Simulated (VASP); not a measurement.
# MgS in VASP: a series of runs, part 2 of 2

VASP 6.6.1. The steps go on from the part before.

### Step 3. Single point, PBEsol (uniaxial strain along c: -2.0 %)

Contents of INCAR:

```
PREC     = Accurate       # precision mode
ENCUT    = 520            # plane-wave cutoff, eV
EDIFF    = 1E-7           # SCF threshold, eV
ISMEAR   = 0              # smearing method
SIGMA    = 0.02           # smearing width, eV
LREAL    = F              # projectors in reciprocal space
LASPH    = T              # aspherical terms in the spheres
NELM     = 100            # most SCF steps
ALGO     = Normal         # electronic algorithm
ISIF     = 2              # what is computed and relaxed
LWAVE    = F              # write WAVECAR
LCHARG   = F              # write CHGCAR
GGA      = PS             # functional
NBANDS   = 16             # bands
```

Contents of KPOINTS:

```
regular mesh
0
Gamma
  6 6 6
```

Contents of POSCAR:

```
MgS
1.0
    2.6039284762      2.6039284762      0.0000000000
   -2.6039284762      2.6039284762      0.0000000000
    0.0000000000      0.0000000000      5.0783082720
Mg S
2 2
Direct
    0.0000000000      0.0000000000      0.0000000000
    0.5000000000      0.5000000000      0.5000000000
    0.5000000000      0.5000000000      0.0000000000
    0.0000000000      0.0000000000      0.5000000000
```

Potentials or basis: VASP PAW PBE potentials, release 64 (Mg, S).

On the command line:

```sh
cat potpaw_PBE.64/Mg/POTCAR potpaw_PBE.64/S/POTCAR > POTCAR
mpirun -np 1 vasp_std > vasp.out
```

OUTCAR:

```text
PREC = Accurate
   ENCUT = 520
   EDIFF = 1E-7
   ISMEAR = 0
   LREAL = F
   LASPH = T
   NELM = 100
   ISIF = 2
   GGA = PS

 ion  position               nearest neighbor table
   1  0.000  0.000  0.000-   4 2.54   4 2.54   3 2.60   3 2.60   3 2.60   3 2.60   2 3.64   2 3.64
                             2 3.64   2 3.64   2 3.64   2 3.64   2 3.64   2 3.64
   2  0.500  0.500  0.500-   3 2.54   3 2.54   4 2.60   4 2.60   4 2.60   4 2.60   1 3.64   1 3.64
                             1 3.64   1 3.64   1 3.64   1 3.64   1 3.64   1 3.64
   3  0.500  0.500  0.000-   2 2.54   2 2.54   1 2.60   1 2.60   1 2.60   1 2.60
[... 678 lines left out ...]
  --------------------------------------------------------------------------------------
  -------------------------------------------------------------------------------------
  Total       -0.1173712     -0.1173712      1.1874652      0.0000000      0.0000000     -0.0000000
  in kB       -2.7306440     -2.7306440     27.6264008      0.0000000      0.0000000     -0.0000000
  external PRESSURE =       7.3883709 kB  Pullay stress =       0.0000000 kB

 VOLUME and BASIS-vectors are now :
 -----------------------------------------------------------------------------
  energy-cutoff  :      520.00
  volume of cell :       68.87
      direct lattice vectors                 reciprocal lattice vectors
     2.603928476  2.603928476  0.000000000     0.192017563  0.192017563  0.000000000
    -2.603928476  2.603928476  0.000000000    -0.192017563  0.192017563  0.000000000
     0.000000000  0.000000000  5.078308272     0.000000000  0.000000000  0.196915970

 POSITION                                       TOTAL-FORCE (eV/Angst)
 -----------------------------------------------------------------------------------
      0.00000      0.00000      0.00000        -0.000000      0.000000      0.000000
      0.00000      2.60393      2.53915        -0.000000      0.000000     -0.000000
      0.00000      2.60393      0.00000        -0.000000     -0.000000      0.000000
      0.00000      0.00000      2.53915         0.000000     -0.000000      0.000000
 -----------------------------------------------------------------------------------
    total drift:                               -0.000000      0.000000     -0.000000

  FREE ENERGIE OF THE ION-ELECTRON SYSTEM (eV)
  ---------------------------------------------------
  free  energy   TOTEN  =       -18.1366443877 eV

  energy  without entropy=      -18.1366443877  energy(sigma->0) =      -18.13664439
```

OSZICAR:

```text
N       E                     dE             d eps       ncg     rms          rms(c)
DAV:   1     0.570554658178E+02    0.57055E+02   -0.64131E+03  1288   0.833E+02
DAV:   2    -0.143264444154E+02   -0.71382E+02   -0.64636E+02  1896   0.140E+02
DAV:   3    -0.188243272862E+02   -0.44979E+01   -0.44803E+01  1712   0.376E+01
DAV:   4    -0.188656481138E+02   -0.41321E-01   -0.41316E-01  1560   0.446E+00
DAV:   5    -0.188662539580E+02   -0.60584E-03   -0.60584E-03  1656   0.543E-01    0.596E+00
DAV:   6    -0.182230326024E+02    0.64322E+00   -0.85441E-01  1368   0.441E+00    0.434E+00
DAV:   7    -0.181418086152E+02    0.81224E-01   -0.29293E-01  1568   0.261E+00    0.264E+00
DAV:   8    -0.181375009556E+02    0.43077E-02   -0.23727E-02  1432   0.877E-01    0.116E+00
DAV:   9    -0.181366506444E+02    0.85031E-03   -0.16186E-03  1504   0.252E-01    0.235E-01
DAV:  10    -0.181366458551E+02    0.47893E-05   -0.26370E-04  1616   0.782E-02    0.206E-02
DAV:  11    -0.181366463813E+02   -0.52619E-06   -0.70276E-06  1552   0.149E-02    0.370E-02
DAV:  12    -0.181366444853E+02    0.18960E-05   -0.29545E-06  1440   0.865E-03    0.928E-03
DAV:  13    -0.181366443877E+02    0.97569E-07   -0.17248E-07  1440   0.233E-03
   1 F= -.18136644E+02 E0= -.18136644E+02  d E =-.685753E-14
```

stdout:

```text
POSCAR found type information on POSCAR MgS
 POSCAR found :  2 types and       4 ions
 scaLAPACK will be used
 -----------------------------------------------------------------------------
|                                                                             |
|                                                                             |
|     You enforced a specific xc type in the INCAR file but a different       |
|     I HOPE YOU KNOW WHAT YOU ARE DOING!                                     |
|                                                                             |
 -----------------------------------------------------------------------------

 LDA part: xc-table for (Slater+PW92), standard interpolation
 POSCAR, INCAR and KPOINTS ok, starting setup
 FFT: planning ... GRIDC
 FFT: planning ... GRID_SOFT
 FFT: planning ... GRID
 WAVECAR not read
 entering main loop
```

Wall time 32 s (1 thread of Intel Xeon 6975P-C, shared host); peak memory 0.19 GiB.

Results:

| Item | Value |
| --- | --- |
| Free energy | -18.1366 eV |
| Pressure | 0.7 GPa |
| Band gap on the k mesh | 2.63 eV |

Levels at points of the mesh, in eV from the valence-band top:
```tsv
k point	band 5	band 6	band 7	band 8	band 9	band 10	band 11	band 12
(0.00, 0.00, 0.00)	-1.88	-0.11	0.00	0.00	2.63	3.73	4.07	7.72
(0.50, 0.00, 0.00)	-2.52	-2.52	-0.75	-0.75	5.48	5.48	7.67	7.67
(0.50, 0.50, 0.00)	-1.87	-1.87	-1.65	-1.65	2.76	2.76	4.17	4.17
(0.00, 0.00, 0.50)	-1.09	-1.09	-1.09	-1.09	5.04	5.04	5.40	5.40
(0.50, 0.00, 0.50)	-0.70	-0.70	-0.63	-0.63	4.39	4.39	6.68	6.68
(0.50, 0.50, 0.50)	-3.38	-3.38	-2.61	-2.61	5.41	5.41	7.97	7.97
```

Caveat: the cell differs from its parent crystal (uniaxial strain along c: -2.0 %); the PAW data sets were made with another functional, which shifts forces and pressure a little. A k mesh can miss the band edges.

### Step 4. Single point, PBEsol

Contents of INCAR:

```
SYSTEM = MgS
ALGO = Normal
EDIFF = 1E-6
ENCUT = 520
GGA = PS
ISIF = 2
ISMEAR = 0
LASPH = .True.
LCHARG = .False.
LREAL = .False.
LWAVE = .False.
NBANDS = 16
NELM = 100
PREC = Accurate
SIGMA = 0.02
```

Contents of KPOINTS:

```
k-points
0
Gamma
  6 6 6
  0 0 0
```

Changes to POSCAR since step 3:

```diff
@@ -2,4 +2,4 @@
 1.0
-    2.6039284762      2.6039284762      0.0000000000
-   -2.6039284762      2.6039284762      0.0000000000
+    2.6028445931      2.6028445931      0.0000000000
+   -2.6028445931      2.6028445931      0.0000000000
     0.0000000000      0.0000000000      5.0783082720
```

Potentials or basis: VASP PAW PBE potentials, release 64 (Mg, S).

On the command line:

```sh
cat potpaw_PBE.64/Mg/POTCAR potpaw_PBE.64/S/POTCAR > POTCAR
mpirun -np 1 vasp_std > vasp.out
```

OUTCAR:

```text
SYSTEM = MgS
   EDIFF = 1E-6
   ENCUT = 520
   GGA = PS
   ISIF = 2
   ISMEAR = 0
   LASPH = .True.
   LREAL = .False.
   NELM = 100
   PREC = Accurate

 ion  position               nearest neighbor table
   1  0.000  0.000  0.000-   4 2.54   4 2.54   3 2.60   3 2.60   3 2.60   3 2.60   2 3.64   2 3.64
                             2 3.64   2 3.64   2 3.64   2 3.64   2 3.64   2 3.64
   2  0.500  0.500  0.500-   3 2.54   3 2.54   4 2.60   4 2.60   4 2.60   4 2.60   1 3.64   1 3.64
                             1 3.64   1 3.64   1 3.64   1 3.64   1 3.64   1 3.64
[... 679 lines left out ...]
  --------------------------------------------------------------------------------------
  -------------------------------------------------------------------------------------
  Total       -0.1038261     -0.1038261      1.1807714      0.0000000     -0.0000000      0.0000000
  in kB       -2.4175293     -2.4175293     27.4935525      0.0000000     -0.0000000      0.0000000
  external PRESSURE =       7.5528313 kB  Pullay stress =       0.0000000 kB

 VOLUME and BASIS-vectors are now :
 -----------------------------------------------------------------------------
  energy-cutoff  :      520.00
  volume of cell :       68.81
      direct lattice vectors                 reciprocal lattice vectors
     2.602844593  2.602844593  0.000000000     0.192097523  0.192097523  0.000000000
    -2.602844593  2.602844593  0.000000000    -0.192097523  0.192097523  0.000000000
     0.000000000  0.000000000  5.078308272     0.000000000  0.000000000  0.196915970

 POSITION                                       TOTAL-FORCE (eV/Angst)
 -----------------------------------------------------------------------------------
      0.00000      0.00000      0.00000        -0.000000     -0.000000      0.000000
      0.00000      2.60284      2.53915        -0.000000     -0.000000      0.000000
      0.00000      2.60284      0.00000         0.000000      0.000000     -0.000000
      0.00000      0.00000      2.53915        -0.000000      0.000000      0.000000
 -----------------------------------------------------------------------------------
    total drift:                               -0.000000      0.000000     -0.000000

  FREE ENERGIE OF THE ION-ELECTRON SYSTEM (eV)
  ---------------------------------------------------
  free  energy   TOTEN  =       -18.1367160678 eV

  energy  without entropy=      -18.1367160678  energy(sigma->0) =      -18.13671607
```

Wall time 28 s (1 thread of Intel Xeon 6975P-C, shared host); peak memory 0.2 GiB.

Results:

* Free energy: -18.1367 eV
* Pressure: 0.8 GPa
* Band gap on the k mesh: 2.63 eV

Stress tensor (GPa, compression positive):
```
-0.24  0.00  0.00
 0.00 -0.24  0.00
 0.00  0.00  2.75
```

Levels at points of the mesh, in eV from the valence-band top:
```csv
k point,band 4,band 5,band 6,band 7,band 8,band 9,band 10,band 11,band 12,band 13
"(0.00, 0.00, 0.00)",-1.88,-1.88,-0.11,0.00,0.00,2.63,3.74,4.07,7.72,7.72
"(0.50, 0.00, 0.00)",-3.77,-2.52,-2.52,-0.75,-0.75,5.48,5.48,7.67,7.67,7.85
"(0.50, 0.50, 0.00)",-4.43,-1.87,-1.87,-1.65,-1.65,2.76,2.76,4.17,4.17,11.98
"(0.00, 0.00, 0.50)",-2.72,-1.09,-1.09,-1.09,-1.09,5.04,5.04,5.39,5.39,8.35
"(0.50, 0.00, 0.50)",-5.06,-0.70,-0.70,-0.63,-0.63,4.39,4.39,6.68,6.68,6.97
"(0.50, 0.50, 0.50)",-3.39,-3.39,-3.39,-2.61,-2.61,5.41,5.41,7.97,7.97,7.97
```

Caveat: the PAW data sets were made with another functional, which shifts forces and pressure a little. A k mesh can miss the band edges.

### Step 5. Single point, PBEsol

This run uses another cell than the first one, of 17.39 Å³/atom, 1.011 times its volume.

Contents of INCAR:

```
PREC     = Accurate       # precision mode
ENCUT    = 520            # plane-wave cutoff, eV
EDIFF    = 1E-7           # SCF threshold, eV
ISMEAR   = 0              # smearing method
SIGMA    = 0.02           # smearing width, eV
LREAL    = False          # projectors in reciprocal space
LASPH    = True           # aspherical terms in the spheres
NELM     = 100            # most SCF steps
ALGO     = Normal         # electronic algorithm
ISIF     = 2              # what is computed and relaxed
LWAVE    = False          # write WAVECAR
LCHARG   = False          # write CHGCAR
GGA      = PS             # functional
NBANDS   = 16             # bands
```

Contents of KPOINTS:

```
Automatic mesh
0
Gamma
  6 6 6
```

Contents of POSCAR:

```
MgS
1.0
    2.5909736081      2.5909736081      0.0000000000
   -2.5909736081      2.5909736081      0.0000000000
    0.0000000000      0.0000000000      5.1819472163
Mg S
2 2
Direct
    0.0000000000      0.0000000000      0.0000000000
    0.5000000000      0.5000000000      0.5000000000
    0.5000000000      0.5000000000      0.0000000000
    0.0000000000      0.0000000000      0.5000000000
```

On the command line:

```sh
cat potpaw_PBE.64/Mg/POTCAR potpaw_PBE.64/S/POTCAR > POTCAR
mpirun -np 1 vasp_std > vasp.out
```

Run time: 33 s. Hardware: 1 thread of Intel Xeon 6975P-C, shared host; peak memory 0.2 GiB.

It converged, with:

| Property | Result |
| --- | --- |
| Free energy | -18.1485 eV |
| Pressure | -0.2 GPa |
| Band gap on the k mesh | 2.73 eV |

Levels at points of the mesh, in eV from the valence-band top:
```
           k point  band 4  band 5  band 6  band 7  band 8  band 9  band 10  band 11  band 12  band 13
(0.00, 0.00, 0.00)   -1.74   -1.74    0.00    0.00    0.00    2.73     3.69     4.21     7.85     7.85
(0.50, 0.00, 0.00)   -3.79   -2.42   -2.42   -0.66   -0.66    5.59     5.59     7.61     7.61     7.81
(0.50, 0.50, 0.00)   -4.33   -1.74   -1.74   -1.74   -1.74    2.73     2.73     4.20     4.20    11.99
(0.00, 0.00, 0.50)   -2.62   -1.00   -1.00   -1.00   -1.00    4.98     4.98     5.46     5.46     8.20
(0.50, 0.00, 0.50)   -4.96   -0.61   -0.61   -0.61   -0.61    4.42     4.42     6.84     6.84     6.84
(0.50, 0.50, 0.50)   -3.34   -3.34   -3.34   -2.43   -2.43    5.26     5.26     7.86     7.86     7.86
```

Caveat: the PAW data sets were made with another functional, which shifts forces and pressure a little.

### Step 6. The runs side by side

| cell | gap on the mesh (eV) | pressure (GPa) |
| --- | --- | --- |
| a = 3.681, b = 3.681, c = 5.078 Å, 4 atoms | 2.63 | 0.8 |
| a = 3.683, b = 3.683, c = 5.078 Å, 4 atoms | 2.63 | 0.7 |
| a = 3.664, b = 3.664, c = 5.182 Å, 4 atoms | 2.73 | -0.2 |

Alike in all rows: task single point; level PBEsol; potentials or basis VASP PAW PBE potentials, release 64 (Mg, S); no spin polarisation; k mesh 6 × 6 × 6; cutoff (eV) 520; smearing gaussian 0.02 eV.

Caveats: the PAW data sets were made with another functional, which shifts forces and pressure a little.

Total energies depend on the potentials used, so only differences within one code and one set of settings carry meaning.
